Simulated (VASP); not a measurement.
Write the native input for VASP 6.6.1 that does the following.

```
Task                   : single point
Functional             : LDA
Potentials or basis    : VASP PAW LDA potentials, release 64 (C)
Cutoff                 : 520 eV
k mesh                 : 12 × 12 × 12
Occupations            : gaussian, width 0.05 eV
Spin                   : no spin polarisation
Dipole correction      : no
Further INCAR settings : ALGO = Normal; EDIFF = 1e-06; NBANDS = 11
```

The structure of C lies in POSCAR:

```
C
1.0
    0.0000000000      1.8364705124      1.7499727512
    1.8364705124      0.0000000000      1.7499727512
    1.8364705124      1.8364705124      0.0000000000
C
2
Direct
    0.5000000000      0.5000000000      0.5000000000
    0.7500000000      0.7500000000      0.7500000000
```

This cell differs from its parent crystal: volume 5.902 Å^3 an atom, c/a of the conventional cell 0.9529.

One way to write it, as run:

INCAR

```
PREC = Accurate
ENCUT = 520
EDIFF = 1E-6
ISMEAR = 0
SIGMA = 0.05
LREAL = False
LASPH = True
NELM = 60
ALGO = Normal
ISIF = 2
LWAVE = False
LCHARG = False
NBANDS = 11
```

KPOINTS

```
regular mesh
0
Gamma
  12 12 12
```

Potentials or basis: VASP PAW LDA potentials, release 64 (C).

Command:

```sh
$ cat potpaw_LDA.64/C/POTCAR > POTCAR
$ mpirun -np 1 vasp_std > vasp.out
```

Results of the run:

```json
{"Pressure": "-27.2 GPa", "Band gap on the k mesh": "2.87 eV, indirect (least direct gap 4.62 eV)"}
```

Wall time 15 s on 1 thread of Intel(R) Xeon(R) Platinum 8488C (Sapphire Rapids), with other jobs on the host, peak memory 0.12 GiB.
